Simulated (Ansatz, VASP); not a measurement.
# Al8H in VASP and in Ansatz

```xyz
18
Lattice="5.7135 0.0000 0.0000 0.0000 8.0801 0.0000 0.0000 0.0000 22.2433" Properties=species:S:1:pos:R:3 pbc="T T T"
Al    1.4284    2.0200    4.0000
Al    1.4284    6.0601    4.0000
Al    4.2851    2.0200    4.0000
Al    4.2851    6.0601    4.0000
Al    0.0000    0.0000    5.4284
Al    0.0000    4.0401    5.4284
Al    2.8568    0.0000    5.4284
Al    2.8568    4.0401    5.4284
Al    1.4284    2.0200    6.9012
Al    1.4284    6.0601    6.9012
Al    4.2851    2.0200    6.9012
Al    4.2851    6.0601    6.9012
Al    0.0000    0.0000    8.2433
Al    0.0000    4.0401    8.2433
Al    2.8568    0.0000    8.2433
Al    2.8568    4.0401    8.2433
H     4.2851   -1.3250    9.0133
H     4.2851    1.3250    9.0133
```

Alike in both runs: task single point; functional PBE; k mesh 5 × 4 × 1; occupations gaussian, width 0.1 eV; no spin polarisation.

```csv
,VASP,Ansatz
version,VASP 6.6.1,Ansatz 0.2.0
potentials or method,"VASP PAW PBE potentials, release 64 (Al, H), cutoff 520 eV","scalar-relativistic, plane waves, PAW"
valence electrons in the cell,50,50
```

```csv
,VASP,Ansatz,Ansatz less VASP
gap on the k mesh at the Fermi level (eV),none,none,-
rms of the force components (eV/Å),0.244,0.244,-0.0002
```

Atom by atom the forces differ by 0.002 eV/Å (rms over components). A gap of «none» marks a metal or a gap that the smearing closes.
